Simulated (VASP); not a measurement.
# GaN (P6_3mc) in VASP: a series of runs

Runs on GaN. Level: LDA. Tasks: vibrations by perturbation theory.

All numbers are computed with VASP 6.6.1; they aren't measurements. Logs are shortened: lines on timing, memory, paths and dates and some standing lists are left out, and cuts for length are marked.

## 1. The cell of the first run

It takes space group P6_3mc (No. 186, hexagonal). Conventional cell: a = 3.073 Å, b = 3.073 Å, c = 5.202 Å, α = 90.00°, β = 90.00°, γ = 120.00°. Ga (site symmetry 3m) has 4 N at 1.90 to 1.92 Å within 2.5 Å. N (site symmetry 3m) has 4 Ga at 1.90 to 1.92 Å within 2.5 Å.

## 2. Vibrations by perturbation theory, LDA

INCAR

```
ALGO     = Normal         # electronic algorithm
EDIFF    = 1E-8           # SCF threshold, eV
ENCUT    = 520            # plane-wave cutoff, eV
IBRION   = 8              # ionic algorithm
ISIF     = 2              # what is computed and relaxed
ISMEAR   = 0              # smearing method
LASPH    = T              # aspherical terms in the spheres
LCHARG   = F              # write CHGCAR
LEPSILON = T              # dielectric tensor by DFPT
LREAL    = F              # projectors in reciprocal space
LWAVE    = F              # write WAVECAR
NBANDS   = 26             # bands
NELM     = 60             # most SCF steps
NSW      = 1              # ionic steps
PREC     = Accurate       # precision mode
SIGMA    = 0.01           # smearing width, eV
```

KPOINTS

```
k-points
0
Gamma
  8 8 5
```

POSCAR

```
GaN
1.0
    3.0729536139      0.0000000000      0.0000000000
   -1.5364768070      2.6612558943      0.0000000000
    0.0000000000      0.0000000000      5.2023747079
Ga N
2 2
Direct
    0.3333333333      0.6666666667      0.0037195122
    0.6666666667      0.3333333333      0.5037195122
    0.3333333333      0.6666666667      0.3732804878
    0.6666666667      0.3333333333      0.8732804878
```

Potentials or basis: VASP PAW LDA potentials, release 64 (Ga_d, N).

Started as:

```console
$ cat potpaw_LDA.64/Ga_d/POTCAR potpaw_LDA.64/N/POTCAR > POTCAR
$ mpirun -np 1 vasp_std > vasp.out
```

OUTCAR:

```text
EDIFF = 1E-8
   ENCUT = 520
   IBRION = 8
   ISIF = 2
   ISMEAR = 0
   LASPH = T
   LEPSILON = T
   LREAL = F
   NELM = 60
   NSW = 1
   PREC = Accurate

 ion  position               nearest neighbor table
   1  0.333  0.667  0.004-   4 1.90   4 1.90   4 1.90   3 1.92
   2  0.667  0.333  0.504-   3 1.90   3 1.90   3 1.90   4 1.92
   3  0.333  0.667  0.373-   2 1.90   2 1.90   2 1.90   1 1.92
   4  0.667  0.333  0.873-   1 1.90   1 1.90   1 1.90   2 1.92

  LATTYP: Found a hexagonal cell.
 ALAT       =     3.0729536139
 C/A-ratio  =     1.6929558209

  Lattice vectors:

 A1 = (   3.0729536139,   0.0000000000,   0.0000000000)
 A2 = (  -1.5364768070,   2.6612558943,   0.0000000000)
 A3 = (   0.0000000000,   0.0000000000,   5.2023747079)

Analysis of symmetry for initial positions (statically):
=====================================================================
 Subroutine PRICEL returns:
 Original cell was already a primitive cell.

 Routine SETGRP: Setting up the symmetry group for a
 hexagonal supercell.

 Subroutine GETGRP returns: Found 12 space group operations
 (whereof  6 operations were pure point group operations)
 out of a pool of 24 trial point group operations.

The static configuration has the point symmetry C_3v.
 The point group associated with its full space group is C_6v.

Analysis of symmetry for dynamics (positions and initial velocities):
=====================================================================
 Subroutine PRICEL returns:
 Original cell was already a primitive cell.

 Routine SETGRP: Setting up the symmetry group for a
 hexagonal supercell.

 Subroutine GETGRP returns: Found 12 space group operations
 (whereof  6 operations were pure point group operations)
 out of a pool of 24 trial point group operations.
[... 969 lines left out ...]
 ---------------------------------------------------------------------------------
 ion    1
    1     2.54867    -0.00000     0.00000
    2    -0.00000     2.54867     0.00000
    3     0.00000     0.00000     2.70989
 ion    2
    1     2.54867    -0.00000     0.00000
    2    -0.00000     2.54867     0.00000
    3     0.00000     0.00000     2.70989
 ion    3
    1    -2.54867     0.00000     0.00000
    2     0.00000    -2.54867     0.00000
    3     0.00000     0.00000    -2.70989
 ion    4
    1    -2.54867     0.00000    -0.00000
    2     0.00000    -2.54867     0.00000
    3     0.00000     0.00000    -2.70989

 INTERNAL STRAIN TENSOR FOR ION    4 for displacements in x,y,z  (eV/Angst):
          X           Y           Z          XY          YZ          ZX
  --------------------------------------------------------------------------------
  x    -0.00000     0.00000     0.00000    12.15057    -0.00000     7.73633
  y    12.15057   -12.15057     0.00000     0.00000     8.02780    -0.00000
  z     7.90584     7.90584   -10.74240    -0.00000     0.00000     0.00000

 SECOND DERIVATIVES (NOT SYMMETRIZED)
 ------------------------------------
               1X          1Y          1Z          2X          2Y          2Z          3X          3Y          3Z          4X          4Y          4Z
  1X   -15.815508    0.000000    0.000000    0.431410   -0.000000    0.000000    0.938740   -0.000000    0.000000   14.445358   -0.000000    0.000000
  1Y     0.000000  -15.815508   -0.000000   -0.000000    0.431410    0.000000   -0.000000    0.938740    0.000000   -0.000000   14.445358    0.000000
  1Z    -0.000000    0.000000  -23.149909    0.000000   -0.000000    9.032732    0.000000    0.000000    8.038753   -0.000000    0.000000    6.078423
  2X     0.431410   -0.000000   -0.000000  -15.815508    0.000000    0.000000   14.445358   -0.000000   -0.000000    0.938740   -0.000000    0.000000
  2Y    -0.000000    0.431410   -0.000000    0.000000  -15.815508    0.000000   -0.000000   14.445358   -0.000000   -0.000000    0.938740   -0.000000
  2Z     0.000000    0.000000    9.032732    0.000000    0.000000  -23.149909    0.000000    0.000000    6.078423    0.000000   -0.000000    8.038753
  3X     0.937857   -0.000000    0.000000   14.442241   -0.000000    0.000000  -16.055948    0.000000    0.000000    0.675851   -0.000000   -0.000000
  3Y    -0.000000    0.937857    0.000000   -0.000000   14.442241   -0.000000    0.000000  -16.055948   -0.000000   -0.000000    0.675851    0.000000
  3Z     0.000000    0.000000    8.025699   -0.000000   -0.000000    6.060101    0.000000    0.000000  -20.619308    0.000000    0.000000    6.533508
  4X    14.442241   -0.000000   -0.000000    0.937857   -0.000000   -0.000000    0.675851   -0.000000    0.000000  -16.055948    0.000000    0.000000
  4Y    -0.000000   14.442241    0.000000   -0.000000    0.937857   -0.000000   -0.000000    0.675851   -0.000000    0.000000  -16.055948    0.000000
  4Z     0.000000    0.000000    6.060101   -0.000000    0.000000    8.025699    0.000000    0.000000    6.533508   -0.000000    0.000000  -20.619308

 Eigenvectors and eigenvalues of the dynamical matrix
 ----------------------------------------------------

   1 f  =   21.785974 THz   136.885310 2PiTHz  726.701862 cm-1    90.099507 meV
             X         Y         Z           dx          dy          dz
     -0.000000  1.774171  0.019350     0.000000    0.000000    0.029981
      1.536477  0.887085  2.620538     0.000000    0.000000   -0.029981
     -0.000000  1.774171  1.941945     0.000000   -0.000000   -0.706471
      1.536477  0.887085  4.543132    -0.000000    0.000000    0.706471
[... 71 lines left out ...]
  12 f/i=    0.007141 THz     0.044866 2PiTHz    0.238184 cm-1     0.029531 meV
             X         Y         Z           dx          dy          dz
     -0.000000  1.774171  0.019350     0.000000   -0.000000    0.645160
      1.536477  0.887085  2.620538     0.000000   -0.000000    0.645160
     -0.000000  1.774171  1.941945     0.000000   -0.000000    0.289429
      1.536477  0.887085  4.543132     0.000000   -0.000000    0.289429

--------------------------------------------------------------------------------------------------------

 MACROSCOPIC STATIC DIELECTRIC TENSOR IONIC CONTRIBUTION
 ------------------------------------------------------
           3.592232    -0.000000     0.000000
          -0.000000     3.592232    -0.000000
           0.000000    -0.000000     4.429848
 ------------------------------------------------------

 ELASTIC MODULI CONTR FROM IONIC RELAXATION (kBar)
 Direction    XX          YY          ZZ          XY          YZ          ZX
 --------------------------------------------------------------------------------
 XX       -1003.1001    336.4197    452.8755      0.0000      0.0000      0.0000
 YY         336.4197  -1003.1001    452.8755      0.0000     -0.0000     -0.0000
 ZZ         452.8755    452.8755   -615.2758     -0.0000     -0.0000      0.0000
 XY           0.0000      0.0000     -0.0000   -669.7599      0.0000     -0.0000
 YZ          -0.0000     -0.0000     -0.0000      0.0000   -277.5652      0.0000
 ZX           0.0000     -0.0000      0.0000      0.0000      0.0000   -299.6526
 --------------------------------------------------------------------------------

 PIEZOELECTRIC TENSOR IONIC CONTR  for field in x, y, z        (C/m^2)
          XX          YY          ZZ          XY          YZ          ZX
  --------------------------------------------------------------------------------
  x     0.00000    -0.00000     0.00000    -0.00000     0.00000    -0.97626
  y     0.00000    -0.00000    -0.00000     0.00000    -0.93959     0.00000
  z    -1.14343    -1.14343     1.55347     0.00000     0.00000    -0.00000
```

OSZICAR:

```text
N       E                     dE             d eps       ncg     rms          rms(c)
DAV:   1     0.268492989519E+03    0.26849E+03   -0.17760E+04  1732   0.264E+03
[... 225 lines left out ...]
RMM:   7    -0.246353981116E+00    0.12591E-05   -0.21092E-06  3819   0.676E-03    0.760E-04
RMM:   8    -0.246349686363E+00    0.42948E-05    0.43149E-07  4041   0.225E-03    0.276E-04
RMM:   9    -0.246349245833E+00    0.44053E-06    0.56542E-07  4120   0.743E-04    0.823E-05
RMM:  10    -0.246349302925E+00   -0.57092E-07    0.23594E-07  4168   0.296E-04    0.259E-05
RMM:  11    -0.246349350555E+00   -0.47630E-07    0.86335E-08  4235   0.149E-04    0.483E-06
RMM:  12    -0.246349384250E+00   -0.33694E-07   -0.55732E-10  4236   0.999E-05    0.181E-06
RMM:  13    -0.246349380290E+00    0.39598E-08   -0.32182E-08  4300   0.847E-05    0.392E-07
 Linear response finished
```

Wall time 6.2 min (1 thread of Intel Xeon 6975P-C (Granite Rapids), shared host); peak memory 0.46 GiB.

What came out:

| Quantity | Value |
| --- | --- |
| Electronic dielectric tensor (diagonal) | 5.46, 5.46, 5.81 |
| Born charges (mean of the diagonal) | Ga +2.60; N -2.60 e |
| Highest phonon frequency at Γ, LO-TO splitting left out | 727 cm⁻¹ |

Phonon frequencies in cm⁻¹ (negative: imaginary):
| q point | frequencies |
| --- | --- |
| (0.000, 0.000, 0.000) | 0 0 0 135 135 353 573 599 599 608 608 727 |

Electronic dielectric tensor:
```
5.46 0.00 0.00
0.00 5.46 0.00
0.00 0.00 5.81
```

Born effective charge tensors (e):
atom 1, Ga
```
2.55 0.00 0.00
0.00 2.55 0.00
0.00 0.00 2.71
```
atom 2, Ga
```
2.55 0.00 0.00
0.00 2.55 0.00
0.00 0.00 2.71
```
atom 3, N
```
-2.55  0.00  0.00
 0.00 -2.55  0.00
 0.00  0.00 -2.71
```
atom 4, N
```
-2.55  0.00  0.00
 0.00 -2.55  0.00
 0.00  0.00 -2.71
```

Caveat: the cell stands under pressure or tension, which shifts response properties.

## 3. Vibrations by perturbation theory, LDA

This run uses another cell than the first one, of 10.72 Å³/atom.

INCAR

```
PREC = Accurate
ENCUT = 520
EDIFF = 1E-8
ISMEAR = 0
SIGMA = 0.01
LREAL = False
LASPH = True
NELM = 60
ALGO = Normal
ISIF = 2
LWAVE = False
LCHARG = False
GGA = CA
IBRION = 8
NSW = 1
LEPSILON = True
```

KPOINTS

```
Automatic mesh
0
Gamma
  8 8 5
```

POSCAR

```
GaN
1.0
    3.0887123504      0.0000000000      0.0000000000
   -1.5443561752      2.6749033604      0.0000000000
    0.0000000000      0.0000000000      5.1894149552
Ga N
2 2
Direct
    0.3333333333      0.6666666667      0.0030037939
    0.6666666667      0.3333333333      0.5030037939
    0.3333333333      0.6666666667      0.3739962061
    0.6666666667      0.3333333333      0.8739962061
```

Potentials or basis: VASP PAW LDA potentials, release 64 (Ga_d, N).

Started as:

```console
$ cat potpaw_LDA.64/Ga_d/POTCAR potpaw_LDA.64/N/POTCAR > POTCAR
$ mpirun -np 1 vasp_std > vasp.out
```

OUTCAR:

```text
PREC = Accurate
   ENCUT = 520
   EDIFF = 1E-8
   ISMEAR = 0
   LREAL = False
   LASPH = True
   NELM = 60
   ISIF = 2
   GGA = CA
   IBRION = 8
   NSW = 1
   LEPSILON = True

 ion  position               nearest neighbor table
   1  0.333  0.667  0.003-   4 1.90   4 1.90   4 1.90   3 1.93
   2  0.667  0.333  0.503-   3 1.90   3 1.90   3 1.90   4 1.93
   3  0.333  0.667  0.374-   2 1.90   2 1.90   2 1.90   1 1.93
   4  0.667  0.333  0.874-   1 1.90   1 1.90   1 1.90   2 1.93

  LATTYP: Found a hexagonal cell.
 ALAT       =     3.0887123504
 C/A-ratio  =     1.6801224480

  Lattice vectors:

 A1 = (   3.0887123504,   0.0000000000,   0.0000000000)
 A2 = (  -1.5443561752,   2.6749033604,   0.0000000000)
 A3 = (   0.0000000000,   0.0000000000,   5.1894149552)

[... 936 lines left out ...]
  4X    14.108352    0.000000    0.000000    0.955828    0.000000    0.000000    0.676956    0.000000    0.000000  -15.741136    0.000000    0.000000
  4Y     0.000000   14.108352    0.000000    0.000000    0.955828   -0.000000   -0.000000    0.676956    0.000000    0.000000  -15.741136    0.000000
  4Z     0.000000    0.000000    5.850785   -0.000000    0.000000    7.906052    0.000000    0.000000    6.495421    0.000000   -0.000000  -20.252258

 Eigenvectors and eigenvalues of the dynamical matrix
 ----------------------------------------------------

   1 f  =   21.624727 THz   135.872168 2PiTHz  721.323253 cm-1    89.432645 meV
             X         Y         Z           dx          dy          dz
     -0.000000  1.783269  0.015588     0.000000   -0.000000    0.031821
      1.544356  0.891634  2.610295     0.000000   -0.000000   -0.031821
     -0.000000  1.783269  1.940822     0.000000   -0.000000   -0.706390
      1.544356  0.891634  4.535529    -0.000000    0.000000    0.706390
[... 71 lines left out ...]
  12 f/i=    0.005859 THz     0.036814 2PiTHz    0.195440 cm-1     0.024231 meV
             X         Y         Z           dx          dy          dz
     -0.000000  1.783269  0.015588     0.000000   -0.000000    0.645180
      1.544356  0.891634  2.610295     0.000000   -0.000000    0.645180
     -0.000000  1.783269  1.940822     0.000000   -0.000000    0.289383
      1.544356  0.891634  4.535529     0.000000   -0.000000    0.289383

--------------------------------------------------------------------------------------------------------

 MACROSCOPIC STATIC DIELECTRIC TENSOR IONIC CONTRIBUTION
 ------------------------------------------------------
           3.657844     0.000000    -0.000000
           0.000000     3.657844    -0.000000
          -0.000000    -0.000000     4.502309
 ------------------------------------------------------

 ELASTIC MODULI CONTR FROM IONIC RELAXATION (kBar)
 Direction    XX          YY          ZZ          XY          YZ          ZX
 --------------------------------------------------------------------------------
 XX        -940.5843    333.8431    437.6315     -0.0000     -0.0000      0.0000
 YY         333.8431   -940.5843    437.6315      0.0000      0.0000      0.0000
 ZZ         437.6315    437.6315   -631.3115     -0.0000     -0.0000     -0.0000
 XY          -0.0000      0.0000     -0.0000   -637.2137      0.0000     -0.0000
 YZ          -0.0000      0.0000     -0.0000      0.0000   -253.6625     -0.0000
 ZX           0.0000      0.0000     -0.0000     -0.0000     -0.0000   -274.2602
 --------------------------------------------------------------------------------

 PIEZOELECTRIC TENSOR IONIC CONTR  for field in x, y, z        (C/m^2)
          XX          YY          ZZ          XY          YZ          ZX
  --------------------------------------------------------------------------------
  x     0.00000     0.00000    -0.00000    -0.00000    -0.00000    -0.94247
  y     0.00000     0.00000    -0.00000     0.00000    -0.90639    -0.00000
  z    -1.09971    -1.09971     1.58640     0.00000     0.00000     0.00000
```

OSZICAR:

```text
N       E                     dE             d eps       ncg     rms          rms(c)
DAV:   1     0.277971286039E+03    0.27797E+03   -0.18584E+04  1390   0.311E+03
DAV:   2     0.177457487973E+01   -0.27620E+03   -0.26619E+03  1482   0.532E+02
DAV:   3    -0.309477047209E+02   -0.32722E+02   -0.32480E+02  1530   0.154E+02
DAV:   4    -0.321228121084E+02   -0.11751E+01   -0.11712E+01  1778   0.308E+01
[... 246 lines left out ...]
RMM:   7    -0.246053269496E+00    0.39695E-05    0.28657E-08  3025   0.827E-03    0.762E-04
RMM:   8    -0.246049817613E+00    0.34519E-05   -0.18585E-06  3359   0.296E-03    0.276E-04
RMM:   9    -0.246050456879E+00   -0.63927E-06   -0.50661E-07  3255   0.112E-03    0.597E-05
RMM:  10    -0.246050011106E+00    0.44577E-06   -0.60541E-08  3480   0.403E-04    0.228E-05
RMM:  11    -0.246050017186E+00   -0.60804E-08    0.56053E-09  3441   0.154E-04    0.647E-06
 Linear response finished
```

stdout:

```text
POSCAR found type information on POSCAR GaN
 POSCAR found :  2 types and       4 ions
 scaLAPACK will be used
 LDA part: xc-table for (Slater(with rela. corr.)+CA(PZ))
 , standard interpolation
[... 103 lines left out ...]
 LRF_COMMUTATOR internal error: the vector H(1)-e(1) S(1) |phi(0)> is not orthog
 onal to |phi(0)> (-1.543573755024216E-004,5.120903701083535E-014)
 LRF_COMMUTATOR internal error: the vector H(1)-e(1) S(1) |phi(0)> is not orthog
 onal to |phi(0)> (1.585174184676880E-004,-9.908740494779522E-015)
 LRF_COMMUTATOR internal error: the vector H(1)-e(1) S(1) |phi(0)> is not orthog
 onal to |phi(0)> (1.155642357150571E-004,-2.213507155346406E-015)
 LRF_COMMUTATOR internal error: the vector H(1)-e(1) S(1) |phi(0)> is not orthog
 onal to |phi(0)> (-1.501880352108229E-004,4.462055724907543E-014)
 LRF_COMMUTATOR internal error: the vector H(1)-e(1) S(1) |phi(0)> is not orthog
 onal to |phi(0)> (1.358059313555995E-004,-3.132910597614114E-015
```

It took 5.8 min on 1 thread of Intel Xeon 6975P-C (Granite Rapids), shared host; peak memory 0.42 GiB.

What came out:

- Electronic dielectric tensor (diagonal): 5.49, 5.49, 5.80
- Born charges (mean of the diagonal): Ga +2.61; N -2.61 e
- Highest phonon frequency at Γ, LO-TO splitting left out: 721 cm⁻¹

Phonon frequencies in cm⁻¹ (negative: imaginary):
```
              q point                                frequencies
(0.000, 0.000, 0.000)  0 0 0 136 136 350 567 593 593 602 602 721
```

Electronic dielectric tensor:
```
5.49 0.00 0.00
0.00 5.49 0.00
0.00 0.00 5.80
```

Born effective charge tensors (e):
atom 1, Ga
```
2.56 0.00 0.00
0.00 2.56 0.00
0.00 0.00 2.71
```
atom 2, Ga
```
2.56 0.00 0.00
0.00 2.56 0.00
0.00 0.00 2.71
```
atom 3, N
```
-2.56  0.00  0.00
 0.00 -2.56  0.00
 0.00  0.00 -2.71
```
atom 4, N
```
-2.56  0.00  0.00
 0.00 -2.56  0.00
 0.00  0.00 -2.71
```

Caveat: the cell stands under pressure or tension, which shifts response properties.

[end of part 1 of 2]
